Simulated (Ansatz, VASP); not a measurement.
# Pb: VASP beside Ansatz

```xyz
2
Lattice="3.4800 0.0000 0.0000 -1.7400 3.0138 0.0000 0.0000 0.0000 5.5900" Properties=species:S:1:pos:R:3 pbc="T T T"
Pb    0.0000    2.0092    1.3975
Pb    1.7400    1.0046    4.1925
```

Alike in both runs: task single point; functional PBE; dispersion D3(BJ); k mesh 18 × 18 × 10; occupations gaussian, width 0.15 eV; no spin polarisation.

```csv
,VASP,Ansatz
version,VASP 6.6.1,Ansatz 0.2.0
potentials or method,"VASP PAW PBE potentials, release 64 (Pb_d), cutoff 520 eV","scalar-relativistic, plane waves, PAW"
valence electrons in the cell,28,28
```

VASP gave:

```
gap on the k mesh at the Fermi level (eV)                     : none
pressure (GPa)                                                : 1.6
traceless stress, the component that is largest in VASP (GPa) : 1.34
```

**Question.** Which values does Ansatz return?

**Answer.** gap on the k mesh at the Fermi level (eV): none; pressure (GPa): 1.7; traceless stress, the component that is largest in VASP (GPa): 1.34.

A gap of «none» marks a metal or a gap that the smearing closes.

Spin-orbit coupling is off throughout.
